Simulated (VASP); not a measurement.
# GaSb3 (I4/mmm) in VASP: further runs

Runs on GaSb3. Level: PBEsol+D3(BJ). Tasks: single point.

Program: VASP 6.6.1. These are calculated values, not measurements. Logs are shortened: lines on timing, memory, paths and dates and some standing lists are left out, and cuts for length are marked.

## Step 1: The cell of the first run

The structure is tetragonal, space group I4/mmm (No. 139). The conventional cell has a = 4.772 Å, b = 4.772 Å, c = 8.098 Å, α = 90.00°, β = 90.00°, γ = 90.00°. Within 4.1 Å of Ga (site symmetry 4/mmm) lie 14 Sb at 3.13 to 4.05 Å. Within 4.1 Å of Sb (site symmetry -4m2) lie 4 Ga at 3.13 Å and 10 Sb at 3.13 to 4.05 Å. Within 4.1 Å of Sb (site symmetry 4/mmm) lie 8 Sb at 3.13 Å and 6 Ga at 3.37 to 4.05 Å.

## Step 2: Single point, PBEsol+D3(BJ)

Input file INCAR:

```
PREC = Accurate
ENCUT = 520
EDIFF = 1E-6
ISMEAR = 0
SIGMA = 0.15
LREAL = F
LASPH = T
NELM = 100
ALGO = Normal
ISIF = 2
LWAVE = F
LCHARG = F
GGA = PS
IVDW = 12
NBANDS = 22
```

Input file KPOINTS:

```
regular mesh
0
Gamma
  14 14 14
```

Input file POSCAR:

```
GaSb3
1.0
    0.0000000000      3.3740891218      4.0489069462
    3.3740891218      0.0000000000      4.0489069462
    3.3740891218      3.3740891218      0.0000000000
Ga Sb
1 3
Direct
    0.0000000000      0.0000000000      0.0000000000
    0.2500000000      0.2500000000      0.2500000000
    0.7500000000      0.7500000000      0.7500000000
    0.5000000000      0.5000000000      0.5000000000
```

Potentials or basis: VASP PAW PBE potentials, release 64 (Ga_d, Sb).

Command:

```console
cat potpaw_PBE.64/Ga_d/POTCAR potpaw_PBE.64/Sb/POTCAR > POTCAR
mpirun -np 1 vasp_std > vasp.out
```

OUTCAR:

```text
PREC = Accurate
   ENCUT = 520
   EDIFF = 1E-6
   ISMEAR = 0
   LREAL = F
   LASPH = T
   NELM = 100
   ISIF = 2
   GGA = PS
   IVDW = 12
 IVDW          = 12

 ion  position               nearest neighbor table
   1  0.000  0.000  0.000-   3 3.13   2 3.13   3 3.13   2 3.13   3 3.13   3 3.13   2 3.13   2 3.13

   2  0.250  0.250  0.250-   1 3.13   4 3.13   1 3.13   1 3.13   4 3.13   1 3.13   4 3.13   4 3.13
                             3 3.37   3 3.37   3 3.37   3 3.37
   3  0.750  0.750  0.750-   4 3.13   1 3.13   4 3.13   1 3.13   4 3.13   4 3.13   1 3.13   1 3.13
                             2 3.37   2 3.37   2 3.37   2 3.37
   4  0.500  0.500  0.500-   2 3.13   3 3.13   2 3.13   2 3.13   3 3.13   2 3.13   3 3.13   3 3.13

  LATTYP: Found a body centered tetragonal cell.
 ALAT       =     4.7716825967
 C/A-ratio  =     1.6970562749

  Lattice vectors:

 A1 = (  -3.3740891218,   0.0000000000,   4.0489069462)
 A2 = (   3.3740891218,   0.0000000000,   4.0489069462)
 A3 = (   0.0000000000,   3.3740891218,  -4.0489069462)

Analysis of symmetry for initial positions (statically):
=====================================================================
 Subroutine PRICEL returns:
 Original cell was already a primitive cell.

 Routine SETGRP: Setting up the symmetry group for a
 body centered tetragonal supercell.

 Subroutine GETGRP returns: Found 16 space group operations
 (whereof 16 operations were pure point group operations)
 out of a pool of 16 trial point group operations.

The static configuration has the point symmetry D_4h.

Analysis of symmetry for dynamics (positions and initial velocities):
=====================================================================
 Subroutine PRICEL returns:
 Original cell was already a primitive cell.

 Routine SETGRP: Setting up the symmetry group for a
 body centered tetragonal supercell.

 Subroutine GETGRP returns: Found 16 space group operations
 (whereof 16 operations were pure point group operations)
 out of a pool of 16 trial point group operations.

The dynamic configuration has the point symmetry D_4h.

 Subroutine INISYM returns: Found 16 space group operations
 (whereof 16 operations are pure point group operations),
 and found     1 'primitive' translations

----------------------------------------------------------------------------------------

                                     Primitive cell

[... 93 lines left out ...]
   NELM   =    100;   NELMIN=  2; NELMDL= -5     # of ELM steps
   EDIFF  = 0.1E-05   stopping-criterion for ELM
   LREAL  =      F    real-space projection
   EDIFFG = 0.1E-04   stopping-criterion for IOM
   NSW    =      0    number of steps for IOM
   IBRION =     -1    ionic relax: 0-MD 1-quasi-New 2-CG
   NFREE  =      0    steps in history (QN), initial steepest desc. (CG)
   ISIF   =      2    stress and relaxation
   ISYM   =      2    0-nonsym 1-usesym 2-fastsym
   POTIM  = 0.5000    time-step for ionic-motion
   TEBEG  =    0.0;   TEEND  =   0.0 temperature during run
   PSTRESS=    0.0 pullay stress
   NELECT =      28.0000    total number of electrons
   NUPDOWN=      -1.0000    fix difference up-down
   EMIN   =  10.00;   EMAX   =-10.00  energy-range for DOS
   EFERMI =   0.00;   METHOD = LEGACY
   ISMEAR =     0;   SIGMA  =   0.15  broadening in eV -4-tet -1-fermi 0-gaus
   EFERMI_NEDOS =   21; number of points for ismear=-14 and -15
   IALGO  =     38    algorithm
   IMIX   =      4    mixing-type and parameters
     AMIX     =   0.40;   BMIX     =  1.00
     AMIX_MAG =   1.60;   BMIX_MAG =  1.00
  volume/ion in A,a.u.               =      23.05       155.53
  Fermi-wavevector in a.u.,A,eV,Ry     =   1.100442  2.079534 16.476286  1.210973
  Thomas-Fermi vector in A             =   2.236853
   LORBIT       =      0    0 simple, 1 ext, 2 COOP (PROOUT), +10 PAW based schemes
   GGA     = PS    functional components
   LHFCALC =     F    Hartree Fock is set to
   AEXX    =    0.0000 exact exchange contribution
   IVDW    =    12    specifies the selected vdW correction
   LEPSILON=     F    determine dielectric tensor
   LRPA    =     F    only Hartree local field effects (RPA)
 non-spin polarized calculation
 Gauss-broadening in eV      SIGMA  =   0.15
  energy-cutoff  :      520.00
  volume of cell :       92.19
 maximum number of plane-waves:      2512
   NGX = 19   NGY = 19   NGZ = 17

 number of electron      28.0000010 magnetization

 Free energy of the ion-electron system (eV)
  ---------------------------------------------------
  ext. energy  EPLUGINS =         0.00000000
  ---------------------------------------------------
  free energy    TOTEN  =       -16.19542801 eV

  energy without entropy =      -16.16798121  energy(sigma->0) =      -16.18170461

 E-fermi :   8.8498     XC(G=0): -10.8291

 val. band max:        8.8496662172   @ k =  -0.2143   0.0714   0.2143
 cond. band min:       8.8512487747   @ k =   0.2857   0.0714   0.0000
 fundamental gap:      0.0015825575
 Fermi energy:         8.8498211248

 k-point     1 :       0.0000    0.0000    0.0000
  band No.  band energies     occupation
      1      -5.9787      2.00000
      2      -5.9695      2.00000
      3      -5.9695      2.00000
      4      -5.9651      2.00000
      5      -5.9507      2.00000
      6      -4.5848      2.00000
[... 589 lines left out ...]
     21      14.0158      0.00000
     22      14.2792      0.00000

 [... further k-points ...]

------------------------ aborting loop because EDIFF is reached ----------------------------------------

 Edisp (eV)   -1.97343

 E8    (eV) :    -1.3575

  FORCE on cell =-STRESS in cart. coord.  units (eV):
  Direction    XX          YY          ZZ          XY          YZ          ZX
  --------------------------------------------------------------------------------------
  -------------------------------------------------------------------------------------
  Total       1.08445     1.08445     0.26412     0.00000     0.00000    -0.00000
  in kB      18.84695    18.84695     4.59013     0.00000     0.00000    -0.00000
  external pressure =       14.09 kB  Pullay stress =        0.00 kB

 VOLUME and BASIS-vectors are now :
 -----------------------------------------------------------------------------
  energy-cutoff  :      520.00
  volume of cell :       92.19
      direct lattice vectors                 reciprocal lattice vectors
     0.000000000  3.374089122  4.048906946    -0.148188143  0.148188143  0.123490119
     3.374089122  0.000000000  4.048906946     0.148188143 -0.148188143  0.123490119
     3.374089122  3.374089122  0.000000000     0.148188143  0.148188143 -0.123490119

 POSITION                                       TOTAL-FORCE (eV/Angst)
 -----------------------------------------------------------------------------------
      0.00000      0.00000      0.00000         0.000000      0.000000     -0.000000
      1.68704      1.68704      2.02445         0.000000      0.000000     -0.000000
      5.06113      5.06113      6.07336        -0.000000     -0.000000      0.000000
      3.37409      3.37409      4.04891        -0.000000     -0.000000     -0.000000
 -----------------------------------------------------------------------------------
    total drift:                               -0.000000      0.000000      0.000000

  FREE ENERGIE OF THE ION-ELECTRON SYSTEM (eV)
  ---------------------------------------------------
  free  energy   TOTEN  =       -18.1688620869 eV

  energy  without entropy=      -18.1414152861  energy(sigma->0) =      -18.15513869
```

stdout:

```text
POSCAR found type information on POSCAR GaSb
 POSCAR found :  2 types and       4 ions
 scaLAPACK will be used
 -----------------------------------------------------------------------------
|                                                                             |
|                                                                             |
|     You enforced a specific xc type in the INCAR file but a different       |
|     I HOPE YOU KNOW WHAT YOU ARE DOING!                                     |
|                                                                             |
 -----------------------------------------------------------------------------

 LDA part: xc-table for (Slater+PW92), standard interpolation
 POSCAR, INCAR and KPOINTS ok, starting setup
 FFT: planning ... GRIDC
 FFT: planning ... GRID_SOFT
 FFT: planning ... GRID
 WAVECAR not read
 entering main loop
```

Wall time 2.3 min (1 thread of Intel Xeon 6975P-C (Granite Rapids), shared host); peak memory 0.58 GiB.

Results:

```yaml
Free_energy: -18.1689 eV
Pressure: 1.4 GPa
Band_gap_on_the_k_mesh: zero (bands 14 and 15 overlap by 5.11 eV)
Dispersion_energy_per_atom: -0.493 eV
```

Levels at points of the mesh, in eV from the Fermi level:
```tsv
k point	band 10	band 11	band 12	band 13	band 14	band 15	band 16	band 17	band 18	band 19
(0.00, 0.00, 0.00)	-3.33	-3.33	-3.33	-2.68	-2.68	-2.15	-1.32	0.10	0.10	3.56
(0.50, 0.00, 0.00)	-3.75	-3.54	-3.10	-2.66	-0.04	0.21	1.42	2.32	3.11	3.26
(0.50, 0.50, 0.00)	-5.51	-5.51	1.23	1.34	1.84	1.84	2.14	2.14	2.64	3.74
(0.50, 0.00, 0.50)	-6.21	-5.92	-0.41	-0.10	-0.02	0.39	2.75	3.38	3.64	4.79
```

Caveat: the PAW data sets were made with another functional, which shifts forces and pressure a little; spin-orbit coupling is left out, which moves the levels of the heavy elements.

## Step 3: Single point, PBEsol+D3(BJ)

This run uses another cell than the first one, of the same volume but with other edges.

Input file INCAR:

```
PREC = Accurate ; ENCUT = 520
EDIFF = 1E-6 ; ISMEAR = 0
SIGMA = 0.15 ; LREAL = F
LASPH = T ; NELM = 60
ALGO = Normal ; ISIF = 2
LWAVE = F ; LCHARG = T
GGA = PS ; IVDW = 12
LELF = T ; LVHAR = T
NBANDS = 22
```

KPOINTS is that of step 2.

Input file POSCAR:

```
GaSb3
1.0
    0.0000000000      3.8951013652      3.0381790649
    3.8951013652      0.0000000000      3.0381790649
    3.8951013652      3.8951013652      0.0000000000
Ga Sb
1 3
Direct
    0.0000000000      0.0000000000      0.0000000000
    0.2500000000      0.2500000000      0.2500000000
    0.7500000000      0.7500000000      0.7500000000
    0.5000000000      0.5000000000      0.5000000000
```

Potentials or basis: VASP PAW PBE potentials, release 64 (Ga_d, Sb).

Command:

```console
cat potpaw_PBE.64/Ga_d/POTCAR potpaw_PBE.64/Sb/POTCAR > POTCAR
mpirun -np 1 vasp_std > vasp.out
```

OUTCAR:

```text
PREC = Accurate
   ENCUT = 520
   EDIFF = 1E-6
   ISMEAR = 0
   LREAL = F
   LASPH = T
   NELM = 60
   ISIF = 2
   GGA = PS
   IVDW = 12
 IVDW          = 12

 ion  position               nearest neighbor table
   1  0.000  0.000  0.000-   4 3.04   4 3.04   3 3.15   2 3.15   3 3.15   2 3.15   3 3.15   2 3.15
                             2 3.15   3 3.15
   2  0.250  0.250  0.250-   3 3.04   3 3.04   1 3.15   1 3.15   4 3.15   1 3.15   4 3.15   4 3.15
                             4 3.15   1 3.15
[... 808 lines left out ...]

  FORCE on cell =-STRESS in cart. coord.  units (eV):
  Direction    XX          YY          ZZ          XY          YZ          ZX
  --------------------------------------------------------------------------------------
  -------------------------------------------------------------------------------------
  Total       0.54746     0.54746     3.36827     0.00000     0.00000    -0.00000
  in kB       9.51443     9.51443    58.53790     0.00000     0.00000    -0.00000
  external pressure =       25.86 kB  Pullay stress =        0.00 kB

 VOLUME and BASIS-vectors are now :
 -----------------------------------------------------------------------------
  energy-cutoff  :      520.00
  volume of cell :       92.19
      direct lattice vectors                 reciprocal lattice vectors
     0.000000000  3.895101365  3.038179065    -0.128366364  0.128366364  0.164572262
     3.895101365  0.000000000  3.038179065     0.128366364 -0.128366364  0.164572262
     3.895101365  3.895101365  0.000000000     0.128366364  0.128366364 -0.164572262

 POSITION                                       TOTAL-FORCE (eV/Angst)
 -----------------------------------------------------------------------------------
      0.00000      0.00000      0.00000        -0.000000      0.000000      0.000000
      1.94755      1.94755      1.51909         0.000000      0.000000      0.000000
      5.84265      5.84265      4.55727        -0.000000     -0.000000     -0.000000
      3.89510      3.89510      3.03818        -0.000000      0.000000      0.000000
 -----------------------------------------------------------------------------------
    total drift:                               -0.000000      0.000000      0.000000

  FREE ENERGIE OF THE ION-ELECTRON SYSTEM (eV)
  ---------------------------------------------------
  free  energy   TOTEN  =       -18.1618978339 eV

  energy  without entropy=      -18.1371137906  energy(sigma->0) =      -18.14950581
```

stdout:

```text
POSCAR found type information on POSCAR GaSb
 POSCAR found :  2 types and       4 ions
 scaLAPACK will be used
 -----------------------------------------------------------------------------
|                                                                             |
|                                                                             |
|     You enforced a specific xc type in the INCAR file but a different       |
|     I HOPE YOU KNOW WHAT YOU ARE DOING!                                     |
|                                                                             |
 -----------------------------------------------------------------------------

 LDA part: xc-table for (Slater+PW92), standard interpolation
 POSCAR, INCAR and KPOINTS ok, starting setup
 FFT: planning ... GRIDC
 FFT: planning ... GRID_SOFT
 FFT: planning ... GRID
 WAVECAR not read
 entering main loop
```

It took 3.3 min on 1 thread of Intel Xeon 6975P-C (Granite Rapids), shared host; peak memory 0.59 GiB.

Results:

```
Free energy                : -18.1619 eV
Pressure                   : 2.6 GPa
Band gap on the k mesh     : zero (bands 14 and 15 overlap by 3.88 eV)
Dispersion energy per atom : -0.493 eV
```

Stress tensor (GPa, compression positive):
```
0.95 0.00 0.00
0.00 0.95 0.00
0.00 0.00 5.85
```

Caveat: the PAW data sets were made with another functional, which shifts forces and pressure a little; spin-orbit coupling is left out, which moves the levels of the heavy elements.

## Step 4: Single point, PBEsol+D3(BJ)

This run uses another cell than the first one, of the same volume but with other edges.

Input file INCAR:

```
SYSTEM = GaSb3
ALGO = Normal
EDIFF = 1E-6
ENCUT = 520
GGA = PS
ISIF = 2
ISMEAR = 0
IVDW = 12
LASPH = .True.
LCHARG = .True.
LELF = .True.
LREAL = .False.
LVHAR = .True.
LWAVE = .False.
NBANDS = 22
NELM = 60
PREC = Accurate
SIGMA = 0.15
```

Input file KPOINTS:

```
k-points
0
Gamma
  14 14 14
  0 0 0
```

Input file POSCAR:

```
GaSb3
1.0
    0.0000000000      3.2852557261      4.2708324439
    3.2852557261      0.0000000000      4.2708324439
    3.2852557261      3.2852557261      0.0000000000
Ga Sb
1 3
Direct
    0.0000000000      0.0000000000      0.0000000000
    0.2500000000      0.2500000000      0.2500000000
    0.7500000000      0.7500000000      0.7500000000
    0.5000000000      0.5000000000      0.5000000000
```

Command:

```console
cat potpaw_PBE.64/Ga_d/POTCAR potpaw_PBE.64/Sb/POTCAR > POTCAR
mpirun -np 1 vasp_std > vasp.out
```

Wall time 3.1 min (1 thread of Intel Xeon 6975P-C (Granite Rapids), shared host); peak memory 0.58 GiB.

It converged, with:

* Free energy: -18.1382 eV
* Pressure: 1.6 GPa
* Band gap on the k mesh: zero (bands 14 and 15 overlap by 4.48 eV)
* Dispersion energy per atom: -0.493 eV

Stress tensor (GPa, compression positive):
```
1.93 0.00 0.00
0.00 1.93 0.00
0.00 0.00 1.04
```

Levels at points of the mesh, in eV from the Fermi level:
```tsv
k point	band 11	band 12	band 13	band 14	band 15	band 16	band 17	band 18
(0.00, 0.00, 0.00)	-3.45	-3.45	-2.64	-2.64	-1.82	-1.16	0.67	0.67
(0.50, 0.00, 0.00)	-3.29	-2.96	-2.45	0.08	0.20	1.15	2.12	2.12
(0.50, 0.50, 0.00)	-5.32	0.93	1.17	1.70	1.70	2.21	2.21	2.75
(0.50, 0.00, 0.50)	-5.92	-0.94	-0.85	-0.82	-0.17	3.48	3.94	4.32
```

Caveat: the PAW data sets were made with another functional, which shifts forces and pressure a little; spin-orbit coupling is left out, which moves the levels of the heavy elements.

## Step 5: Summary

```csv
cell,gap on the mesh (eV),pressure (GPa)
"a = 5.270, b = 5.270, c = 4.772 Å, angles 63.1, 63.1, 53.8°, 4 atoms",none,1.4
"a = 4.940, b = 4.940, c = 5.509 Å, angles 56.1, 56.1, 67.8°, 4 atoms",none,2.6
"a = 5.388, b = 5.388, c = 4.646 Å, angles 64.5, 64.5, 51.1°, 4 atoms",none,1.6
```

Alike in all rows: task single point; level PBEsol+D3(BJ); potentials or basis VASP PAW PBE potentials, release 64 (Ga_d, Sb); no spin polarisation; k mesh 14 × 14 × 14; cutoff (eV) 520; smearing gaussian 0.15 eV.

Caveats: the PAW data sets were made with another functional, which shifts forces and pressure a little; spin-orbit coupling is left out, which moves the levels of the heavy elements.

Absolute energies hang on the potentials; compare differences alone.
